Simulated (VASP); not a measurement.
The system is PbS.

```
Pb S
1.0
     2.95468   -2.96891    0.28856
     2.95468    2.96891    0.28856
    -0.58360    0.00000    5.92617
Pb S
2 2
Direct
  0.74998 0.74998 0.75000
  0.25002 0.25002 0.25000
  0.25008 0.25008 0.75003
  0.74992 0.74992 0.24997
```

Base run:

* Program: VASP 6.6.1
* Functional: PBEsol
* Potentials or basis: VASP PAW PBE potentials, release 64 (Pb_d, S)
* Cutoff: 520 eV
* k mesh: 4 × 4 × 4
* Occupations: gaussian, width 0.01 eV
* Spin: no spin polarisation

Its results: band gap on the k mesh 0.27 eV; pressure -1.1 GPa.

Question: The run is repeated on the same cell with these changes: functional from PBEsol to r2SCAN. What comes out?

Answer: Band gap on the k mesh 0.64 eV; pressure 1.0 GPa.

Caveats: the PAW data sets were made with another functional, which shifts forces and pressure a little; spin-orbit coupling is left out, which moves the levels of the heavy elements.

A k mesh can miss the band edges.
